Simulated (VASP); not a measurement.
Runs of VASP 6.6.1 on InAs. The structure is that of space group Fm-3m (No. 225), or close to it. The cells are those of the table. 

```csv
cell,gap on the mesh (eV),pressure (GPa)
"a = 3.952 Å, angles 60.0°, 2 atoms",none,(b)
"a = 3.834 Å, angles 60.0°, 2 atoms",none,16.7
"a = 4.009 Å, angles 60.0°, 2 atoms",none,2.9
"a = 3.772 Å, angles 60.0°, 2 atoms",none,(a)
"a = 4.064 Å, angles 60.0°, 2 atoms",none,0.1
```

Alike in all rows: task single point; level PBE; potentials or basis VASP PAW PBE potentials, release 64 (In_d, As); no spin polarisation; k mesh 14 × 14 × 14; cutoff (eV) 520; smearing gaussian 0.05 eV.

Question: Fill in the values left out.

Answer: (a) 24.0; (b) 6.6.

Caveats: spin-orbit coupling is left out, which moves the levels of the heavy elements.

A k mesh can miss the band edges, and the runs leave out spin-orbit coupling on As, In.

A gap of «none» marks levels without a gap at the run's occupations.
